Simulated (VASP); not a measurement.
Here is a VASP 6.6.1 calculation.

The input POSCAR:

```
Re
1.0
    2.5300000000      0.0000000000      0.0000000000
    0.0000000000      2.5300000000      0.0000000000
    0.0000000000      0.0000000000      2.5300000000
Re
1
Direct
    0.0000000000      0.0000000000      0.0000000000
```

Contents of INCAR.step1:

```
SYSTEM = Re
PREC = Accurate ; ENCUT = 600
ISMEAR = -1 ; SIGMA = 0.1
LREAL = .False. ; LASPH = .True.
NELM = 80 ; GGA = PE
ALGO = Normal ; EDIFF = 1E-4
LWAVE = .True. ; LCHARG = .False.
```

The input INCAR.step2:

```
SYSTEM = Re
PREC = Accurate ; ENCUT = 600
EDIFF = 1E-6 ; ISMEAR = -1
SIGMA = 0.1 ; LREAL = .False.
LASPH = .True. ; NELM = 80
ALGO = Normal ; ISIF = 3
LWAVE = .False. ; LCHARG = .False.
METAGGA = R2SCAN ; LMIXTAU = .True.
IBRION = 2 ; NSW = 60
EDIFFG = -0.03 ; ISTART = 1
```

File KPOINTS:

```
regular mesh
0
Gamma
  10 10 10
  0 0 0
```

Potentials or basis: VASP PAW PBE potentials, release 64 (Re).

The run is started by

```bash
$ cat potpaw_PBE.64/Re/POTCAR > POTCAR
$ cp INCAR.step1 INCAR
$ mpirun -np 1 vasp_std > vasp.out
$ cp INCAR.step2 INCAR
$ mpirun -np 1 vasp_std > vasp.out
```

Predict the band gap on the k mesh.

zero (an odd number of electrons rules out a gap without spin polarisation).

Estimate the relaxed volume.

16.76 Å³/atom.

Predict the space group after relaxing (to 0.1 Å).

Pm-3m (No. 221).

Final structure:
```cif
data_structure
_symmetry_space_group_name_H-M 'P 1'
_symmetry_Int_Tables_number 1
_cell_length_a 2.5594
_cell_length_b 2.5594
_cell_length_c 2.5594
_cell_angle_alpha 90.000
_cell_angle_beta 90.000
_cell_angle_gamma 90.000
_cell_volume 16.76
loop_
_atom_site_label
_atom_site_type_symbol
_atom_site_fract_x
_atom_site_fract_y
_atom_site_fract_z
_atom_site_occupancy
Re1 Re 0.00000 0.00000 0.00000 1
```

Caveat: the PAW data sets were made with another functional, which shifts forces and pressure a little; spin-orbit coupling is left out, which moves the levels of the heavy elements.
